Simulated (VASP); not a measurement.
Runs of VASP 6.6.1 on BaTl. The structure is that of space group Fm-3m (No. 225), or close to it. The cells are those of the table. 

```csv
task,cell,k mesh,cutoff (eV),gap on the mesh (eV),pressure (GPa),relaxed volume (Å³/atom)
relaxation of cell and atoms,"relaxed from a = 5.148 Å, angles 60.0°, 2 atoms",14 × 14 × 14,600,none,0.0,48.10
single point,"a = 5.133 Å, angles 60.0°, 2 atoms",14 × 14 × 14,520,none,0.1,-
single point,"a = 4.089 Å, angles 60.0°, 2 atoms",6 × 6 × 6,520,none,(a),-
single point,"a = 5.148 Å, angles 60.0°, 2 atoms",6 × 6 × 6,520,none,(b),-
relaxation of cell and atoms,"relaxed from a = 4.089 Å, angles 60.0°, 2 atoms",6 × 6 × 6,600,none,0.0,47.91
```

Alike in all rows: level PBE; potentials or basis VASP PAW PBE potentials, release 64 (Ba_sv, Tl_d); no spin polarisation; smearing gaussian 0.1 eV.

Q: Estimate the missing entries.

A: (a) 49.0; (b) -0.1.

Caveats: spin-orbit coupling is left out, which moves the levels of the heavy elements; the volume moved by over 15 % at a fixed basis, so the end points are rough (some runs).

A k mesh can miss the band edges, and the runs leave out spin-orbit coupling on Ba, Tl.

A gap of «none» marks levels without a gap at the run's occupations.
